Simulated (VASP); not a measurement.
A run of VASP 6.6.1 is set up as follows.

The input POSCAR:

```
ZnCu
1.0
    2.9866050113      0.0000000000      0.0000000000
    0.0000000000      2.9866050113      0.0000000000
    0.0000000000      0.0000000000      2.9866050113
Zn Cu
1 1
Direct
    0.5000000000      0.5000000000      0.5000000000
    0.0000000000      0.0000000000      0.0000000000
```

The input INCAR.step1:

```
SYSTEM = ZnCu
PREC = Accurate
ENCUT = 520
ISMEAR = 0
SIGMA = 0.05
LREAL = .FALSE.
LASPH = .TRUE.
NELM = 80
NBANDS = 18
GGA = PE
ALGO = Normal
EDIFF = 1E-4
LWAVE = .TRUE.
LCHARG = .FALSE.
```

File INCAR.step2:

```
SYSTEM = ZnCu
PREC = Accurate
ENCUT = 520
EDIFF = 1E-6
ISMEAR = 0
SIGMA = 0.05
LREAL = .FALSE.
LASPH = .TRUE.
NELM = 80
ALGO = Normal
ISIF = 2
LWAVE = .FALSE.
LCHARG = .FALSE.
METAGGA = R2SCAN
LMIXTAU = .TRUE.
NBANDS = 18
ISTART = 1
```

File KPOINTS:

```
regular mesh
0
G
  12 12 12
  0 0 0
```

Potentials or basis: VASP PAW PBE potentials, release 64 (Zn, Cu).

Run with:

```bash
$ cat potpaw_PBE.64/Zn/POTCAR potpaw_PBE.64/Cu/POTCAR > POTCAR
$ cp INCAR.step1 INCAR
$ mpirun -np 1 vasp_std > vasp.out
$ cp INCAR.step2 INCAR
$ mpirun -np 1 vasp_std > vasp.out
```

**Question.** Predict the band gap on the k mesh.

**Answer.** Zero (an odd number of electrons rules out a gap without spin polarisation).

**Question.** Predict the pressure.

**Answer.** -7.0 GPa.

Caveat: the cell stands under tension; the PAW data sets were made with another functional, which shifts forces and pressure a little.
